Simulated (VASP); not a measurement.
**Ga4SbAs3: density of states with PBE**

Ga4SbAs3:

```xyz
8
Lattice="5.8677 0.0000 0.0000 0.0000 5.8677 0.0000 0.0000 0.0000 5.8677" Properties=species:S:1:pos:R:3 pbc="T T T"
Ga    4.3526    4.3526    1.5151
Ga    4.3526    1.5151    4.3526
Ga    1.5151    4.3526    4.3526
Ga    1.5151    1.5151    1.5151
Sb    0.0000    0.0000    0.0000
As    0.0000    2.9338    2.9338
As    2.9338    0.0000    2.9338
As    2.9338    2.9338    0.0000
```

| Item | Value |
| --- | --- |
| Program | VASP 6.6.1 |
| Task | density of states |
| Functional | PBE |
| Potentials or basis | VASP PAW PBE potentials, release 64 (Ga_d, Sb, As) |
| Cutoff | 520 eV |
| k mesh | 6 × 6 × 6 |
| Occupations | gaussian, width 0.1 eV |
| Spin | no spin polarisation |
| Dipole correction | no |
| k mesh for the DOS | 9 × 9 × 9 |
| Occupations for the DOS | tetrahedron |
| Further INCAR settings | ALGO = Normal; EDIFF = 1e-07 |

```yaml
Valence_electrons_inside_the_program's_atomic_spheres: Ga 11.61; Sb 2.53; As 2.78
```

Levels at points of the mesh, in eV from the Fermi level:
```tsv
k point	band 34	band 35	band 36	band 37	band 38	band 39
(0.00, 0.00, 0.00)	-0.20	0.00	0.00	0.00	1.42	1.42
```

Run time: 6 min on 1 thread of Intel(R) Xeon(R) Platinum 8488C (Sapphire Rapids), on a shared host, peak memory 0.47 GiB.

Caveat: spin-orbit coupling is left out, which moves the levels of the heavy elements.
